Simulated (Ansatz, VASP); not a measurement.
Two plane-wave programs on KZnF3

```
K Zn F
1.0
     3.94875    0.00000    0.00000
     0.00000    3.94875    0.00000
     0.00000    0.00000    3.84750
K Zn F
1 1 3
Cartesian
  0.0000 0.0000 0.0000
  1.9744 1.9744 1.9238
  1.9744 1.9744 0.0000
  0.0000 1.9744 1.9238
  1.9744 0.0000 1.9238
```

Change from the starting cell: strain -0.025 along x and y, -0.050 along z, atoms carried along.

Alike in both runs: task single point; functional PBE; k mesh 6 × 6 × 6; occupations gaussian, width 0.05 eV; no spin polarisation.

|  | VASP | Ansatz |
| --- | --- | --- |
| version | VASP 6.6.1 | Ansatz 0.2.0 |
| potentials or method | VASP PAW PBE potentials, release 64 (K_sv, Zn, F), cutoff 520 eV | scalar-relativistic, plane waves, PAW |
| valence electrons in the cell | 42 | 42 |

```csv
,VASP,Ansatz,Ansatz less VASP
gap on the k mesh at the Fermi level (eV),3.97,4.05,+0.083
least direct gap on the mesh (eV),6.55,6.59,+0.047
pressure (GPa),17.0,16.2,-0.81
"traceless stress, the component that is largest in VASP (GPa)",2.71,2.57,-0.144
```
